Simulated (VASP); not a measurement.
# EuS (Fm-3m) in VASP: a series of runs

EuS is run at these levels: PBE; tasks: single point.

Everything below comes from runs of VASP 6.6.1. Logs are shortened: lines on timing, memory, paths and dates and some standing lists are left out, and cuts for length are marked.

**The experiment to reproduce.**

From “Crystal-field mediated electronic transitions of EuS up to 35 GPa”, 2022, pmc:8786971, for a powder of EuS at 300 K: band gap 1.72 eV (optical).

The results are compared with them further down.

## Step 1: The cell of the first run

Symmetry: Fm-3m, No. 225, cubic system. Conventional cell: a = 5.850 Å, b = 5.850 Å, c = 5.850 Å, α = 90.00°, β = 90.00°, γ = 90.00°. Within 3.9 Å of Eu (site symmetry m-3m) lie 6 S at 2.93 Å. S (site symmetry m-3m) has 6 Eu at 2.93 Å within 3.9 Å.

## Step 2: Single point, PBE, collinear spin, ferromagnetic start (25.03 Å³/atom)

INCAR reads:

```
SYSTEM = EuS
ALGO = Normal
EDIFF = 1E-6
ENCUT = 600
GGA = PE
GGA_COMPAT = .False.
ISIF = 2
ISMEAR = 0
ISPIN = 2
LASPH = .True.
LCHARG = .True.
LELF = .True.
LMAXMIX = 6
LORBIT = 11
LREAL = .False.
LVHAR = .True.
LWAVE = .False.
MAGMOM = 7.43 0
NBANDS = 22
NELM = 200
PREC = Accurate
SIGMA = 0.05
```

KPOINTS reads:

```
k-points
0
Gamma
  10 10 10
  0 0 0
```

POSCAR reads:

```
EuS
1.0
    0.0000000000      2.9252338469      2.9252338469
    2.9252338469      0.0000000000      2.9252338469
    2.9252338469      2.9252338469      0.0000000000
Eu S
1 1
Direct
    0.0000000000      0.0000000000      0.0000000000
    0.5000000000      0.5000000000      0.5000000000
```

Potentials or basis: VASP PAW PBE potentials, release 64 (Eu, S).

Command:

```sh
$ cat potpaw_PBE.64/Eu/POTCAR potpaw_PBE.64/S/POTCAR > POTCAR
$ mpirun -np 1 vasp_std > vasp.out
```

OUTCAR:

```text
SYSTEM = EuS
   EDIFF = 1E-6
   ENCUT = 600
   GGA = PE
   ISIF = 2
   ISMEAR = 0
   ISPIN = 2
   LASPH = .True.
   LORBIT = 11
   LREAL = .False.
   NELM = 200
   PREC = Accurate

 ion  position               nearest neighbor table
   1  0.000  0.000  0.000-   2 2.93   2 2.93   2 2.93   2 2.93   2 2.93   2 2.93
   2  0.500  0.500  0.500-   1 2.93   1 2.93   1 2.93   1 2.93   1 2.93   1 2.93

  LATTYP: Found a face centered cubic cell.
 ALAT       =     5.8504676938

  Lattice vectors:

 A1 = (   0.0000000000,   2.9252338469,   2.9252338469)
 A2 = (   2.9252338469,   0.0000000000,   2.9252338469)
 A3 = (   2.9252338469,   2.9252338469,   0.0000000000)

Analysis of symmetry for initial positions (statically):
=====================================================================
 Subroutine PRICEL returns:
 Original cell was already a primitive cell.

 Routine SETGRP: Setting up the symmetry group for a
 face centered cubic supercell.

 Subroutine GETGRP returns: Found 48 space group operations
 (whereof 48 operations were pure point group operations)
 out of a pool of 48 trial point group operations.

The static configuration has the point symmetry O_h .

Analysis of symmetry for dynamics (positions and initial velocities):
=====================================================================
 Subroutine PRICEL returns:
 Original cell was already a primitive cell.

 Routine SETGRP: Setting up the symmetry group for a
 face centered cubic supercell.

 Subroutine GETGRP returns: Found 48 space group operations
 (whereof 48 operations were pure point group operations)
 out of a pool of 48 trial point group operations.

The dynamic configuration has the point symmetry O_h .

Analysis of structural, dynamic, and magnetic symmetry:
=====================================================================
 Subroutine PRICEL returns:
 Original cell was already a primitive cell.

 Routine SETGRP: Setting up the symmetry group for a
 face centered cubic supercell.

 Subroutine GETGRP returns: Found 48 space group operations
 (whereof 48 operations were pure point group operations)
 out of a pool of 48 trial point group operations.

The overall configuration has the point symmetry O_h .

 Subroutine INISYM returns: Found 48 space group operations
 (whereof 48 operations are pure point group operations),
 and found     1 'primitive' translations

----------------------------------------------------------------------------------------

                                     Primitive cell

  volume of cell :      50.0624

  direct lattice vectors                    reciprocal lattice vectors
     0.000000000  2.925233847  2.925233847    -0.170926506  0.170926506  0.170926506
     2.925233847  0.000000000  2.925233847     0.170926506 -0.170926506  0.170926506
     2.925233847  2.925233847  0.000000000     0.170926506  0.170926506 -0.170926506

  length of vectors
     4.136905379  4.136905379  4.136905379     0.296053392  0.296053392  0.296053392

  position of ions in fractional coordinates (direct lattice)
     0.000000000  0.000000000  0.000000000
     0.500000000  0.500000000  0.500000000

  ion indices of the primitive-cell ions
   primitive index   ion index
                 1           1
                 2           2

----------------------------------------------------------------------------------------

 KPOINTS: k-points

Automatic generation of k-mesh.
 Grid dimensions read from file:
 generate k-points for:   10   10   10

 Generating k-lattice:

  Cartesian coordinates                     Fractional coordinates (reciprocal lattice)
    -0.017092651  0.017092651  0.017092651     0.100000000  0.000000000  0.000000000
     0.017092651 -0.017092651  0.017092651     0.000000000  0.100000000  0.000000000
     0.017092651  0.017092651 -0.017092651     0.000000000  0.000000000  0.100000000

  Length of vectors
     0.029605339  0.029605339  0.029605339

  Shift w.r.t. Gamma in fractional coordinates (k-lattice)
     0.000000000  0.000000000  0.000000000

 Subroutine IBZKPT returns following result:
 ===========================================

 Found     47 irreducible k-points:

 Following reciprocal coordinates:
            Coordinates               Weight
  0.000000  0.000000  0.000000      1.000000
  0.100000  0.000000  0.000000      8.000000
  0.200000  0.000000  0.000000      8.000000
  0.300000  0.000000  0.000000      8.000000
  0.400000  0.000000  0.000000      8.000000
  0.500000  0.000000  0.000000      4.000000
[... 16 lines left out ...]
  0.300000  0.300000  0.000000      6.000000
  0.400000  0.300000  0.000000     24.000000
 [... further k-points ...]
   k-points           NKPTS =     47   k-points in BZ     NKDIM =     47   number of bands    NBANDS=     22
   number of dos      NEDOS =    301   number of ions     NIONS =      2
   total plane-waves  NPLWV =  46656
   dimension x,y,z NGX =    36 NGY =   36 NGZ =   36
   dimension x,y,z NGXF=    72 NGYF=   72 NGZF=   72
   ions per type =               1   1
   NGX,Y,Z   is equivalent  to a cutoff of  14.47, 14.47, 14.47 a.u.
   NGXF,Y,Z  is equivalent  to a cutoff of  28.93, 28.93, 28.93 a.u.
 SYSTEM =  EuS
   PREC   = accura    normal or accurate (medium, high low for compatibility)
   ISTART =      0    job   : 0-new  1-cont  2-samecut
   ICHARG =      2    charge: 1-file 2-atom 10-const
   ISPIN  =      2    spin polarized calculation?
   LNONCOLLINEAR =      F non collinear calculations
   LSORBIT =      F    spin-orbit coupling
   LASPH  =      T    aspherical Exc in radial PAW
   ENCUT  =  600.0 eV  44.10 Ry    6.64 a.u.   8.26  8.26  8.26*2*pi/ulx,y,z
   NELM   =    200;   NELMIN=  2; NELMDL= -5     # of ELM steps
   EDIFF  = 0.1E-05   stopping-criterion for ELM
   LREAL  =      F    real-space projection
   EDIFFG = 0.1E-04   stopping-criterion for IOM
   NSW    =      0    number of steps for IOM
   IBRION =     -1    ionic relax: 0-MD 1-quasi-New 2-CG
   NFREE  =      0    steps in history (QN), initial steepest desc. (CG)
   ISIF   =      2    stress and relaxation
   ISYM   =      2    0-nonsym 1-usesym 2-fastsym
   POTIM  = 0.5000    time-step for ionic-motion
   TEBEG  =    0.0;   TEEND  =   0.0 temperature during run
   PSTRESS=    0.0 pullay stress
   NELECT =      23.0000    total number of electrons
   NUPDOWN=      -1.0000    fix difference up-down
   EMIN   =  10.00;   EMAX   =-10.00  energy-range for DOS
   EFERMI =   0.00;   METHOD = LEGACY
   ISMEAR =     0;   SIGMA  =   0.05  broadening in eV -4-tet -1-fermi 0-gaus
   EFERMI_NEDOS =   21; number of points for ismear=-14 and -15
   IALGO  =     38    algorithm
   IMIX   =      4    mixing-type and parameters
     AMIX     =   0.40;   BMIX     =  1.00
     AMIX_MAG =   1.60;   BMIX_MAG =  1.00
  volume/ion in A,a.u.               =      25.03       168.92
  Fermi-wavevector in a.u.,A,eV,Ry     =   1.263223  2.387146 21.711273  1.595734
  Thomas-Fermi vector in A             =   2.396591
   LORBIT       =     11    0 simple, 1 ext, 2 COOP (PROOUT), +10 PAW based schemes
   GGA     = PE    functional components
   LHFCALC =     F    Hartree Fock is set to
   AEXX    =    0.0000 exact exchange contribution
   IVDW    =     0    specifies the selected vdW correction
   LEPSILON=     F    determine dielectric tensor
   LRPA    =     F    only Hartree local field effects (RPA)
 spin polarized calculation
 Gauss-broadening in eV      SIGMA  =   0.05
  energy-cutoff  :      600.00
  volume of cell :       50.06
 maximum number of plane-waves:      1695
 NGX is ok and might be reduce to    36
   NGX = 17   NGY = 17   NGZ = 17

 number of electron      23.0000003 magnetization       6.9729863

 Free energy of the ion-electron system (eV)
  ---------------------------------------------------
  ext. energy  EPLUGINS =         0.00000000
  ---------------------------------------------------
  free energy    TOTEN  =       -19.92559037 eV

  energy without entropy =      -19.92438608  energy(sigma->0) =      -19.92498822

 E-fermi :   4.6030     XC(G=0):  -9.8980

 val. band max:        4.5714448653   @ k =   0.2000   0.2000   0.0000
 cond. band min:       4.6106869638   @ k =   0.1000   0.0000   0.0000
 fundamental gap:      0.0392420986
 Fermi energy:         4.6030210917

 spin component 1

 k-point     1 :       0.0000    0.0000    0.0000
  band No.  band energies     occupation
      1     -36.8221      1.00000
      2     -15.5176      1.00000
      3     -15.5176      1.00000
      4     -15.5176      1.00000
      5      -9.0068      1.00000
      6       1.8089      1.00000
[... 14 lines left out ...]
     21       6.5594      0.00000
     22      12.1030      0.00000
[... 552 lines left out ...]
  band No.  band energies     occupation
      1     -36.8039      1.00000
      2     -15.7777      1.00000
      3     -15.6146      1.00000
      4     -15.6038      1.00000
      5      -8.4795      1.00000
      6       0.0828      1.00000
[... 14 lines left out ...]
     21      10.8543      0.00000
     22      11.8859      0.00000

 [... further k-points ...]

 spin component 2

 k-point     1 :       0.0000    0.0000    0.0000
  band No.  band energies     occupation
      1     -33.7516      1.00000
      2     -13.2694      1.00000
      3     -13.2694      1.00000
      4     -13.2694      1.00000
      5      -8.9886      1.00000
      6       1.9870      1.00000
[... 14 lines left out ...]
     21       9.3819      0.00000
     22      13.3435      0.00000
[... 552 lines left out ...]
  band No.  band energies     occupation
      1     -33.7266      1.00000
      2     -13.6417      1.00000
      3     -13.3983      1.00000
      4     -13.3829      1.00000
      5      -8.4495      1.00000
      6       0.3467      1.00000
[... 14 lines left out ...]
     21      11.7334      0.00000
     22      12.6994      0.00000

 [... further k-points ...]

------------------------ aborting loop because EDIFF is reached ----------------------------------------

  FORCE on cell =-STRESS in cart. coord.  units (eV):
  Direction    XX          YY          ZZ          XY          YZ          ZX
  --------------------------------------------------------------------------------------
  -------------------------------------------------------------------------------------
  Total       -0.0665285     -0.0665285     -0.0665285     -0.0000000      0.0000000     -0.0000000
  in kB       -2.1291498     -2.1291498     -2.1291498     -0.0000000      0.0000000     -0.0000000
  external PRESSURE =      -2.1291498 kB  Pullay stress =       0.0000000 kB

 VOLUME and BASIS-vectors are now :
 -----------------------------------------------------------------------------
  energy-cutoff  :      600.00
  volume of cell :       50.06
      direct lattice vectors                 reciprocal lattice vectors
     0.000000000  2.925233847  2.925233847    -0.170926506  0.170926506  0.170926506
     2.925233847  0.000000000  2.925233847     0.170926506 -0.170926506  0.170926506
     2.925233847  2.925233847  0.000000000     0.170926506  0.170926506 -0.170926506

 POSITION                                       TOTAL-FORCE (eV/Angst)
 -----------------------------------------------------------------------------------
      0.00000      0.00000      0.00000         0.000000      0.000000      0.000000
      2.92523      2.92523      2.92523        -0.000000     -0.000000     -0.000000
 -----------------------------------------------------------------------------------
    total drift:                               -0.000000      0.000000      0.000000

  FREE ENERGIE OF THE ION-ELECTRON SYSTEM (eV)
  ---------------------------------------------------
  free  energy   TOTEN  =       -19.9255903662 eV

  energy  without entropy=      -19.9243860811  energy(sigma->0) =      -19.92498822

 total charge

# of ion       s       p       d       f       tot
--------------------------------------------------
    1        2.030   5.759   0.342   6.631  14.761
    2        1.317   2.446   0.000   0.000   3.763
--------------------------------------------------
tot          3.346   8.205   0.342   6.631  18.524

 magnetization (x)

# of ion       s       p       d       f       tot
--------------------------------------------------
    1       -0.014  -0.112   0.102   6.596   6.572
    2       -0.008  -0.069   0.000   0.000  -0.076
--------------------------------------------------
tot         -0.022  -0.181   0.102   6.596   6.496
```

Wall time 1.9 min (1 thread of Intel Xeon 6975P-C (Granite Rapids), shared host); peak memory 0.31 GiB.

What came out:

```
Free energy                                           : -19.9256 eV
Pressure                                              : -0.2 GPa
Band gap on the k mesh                                : zero (filled and empty bands overlap)
Net moment                                            : 6.97 μB per cell
Site moments                                          : Eu +6.57; S -0.08 μB
Valence electrons inside the program's atomic spheres : Eu 14.76; S 3.76
```

Caveat: spin-orbit coupling is left out, which moves the levels of the heavy elements; a cell with one magnetic atom can't hold antiferromagnetic order, which such compounds often take; semilocal functionals describe open f shells poorly, which spoils levels, moments and volumes. The state reached can hang on the start; a lower one may exist.

(Part 1 of 2 ends here.)
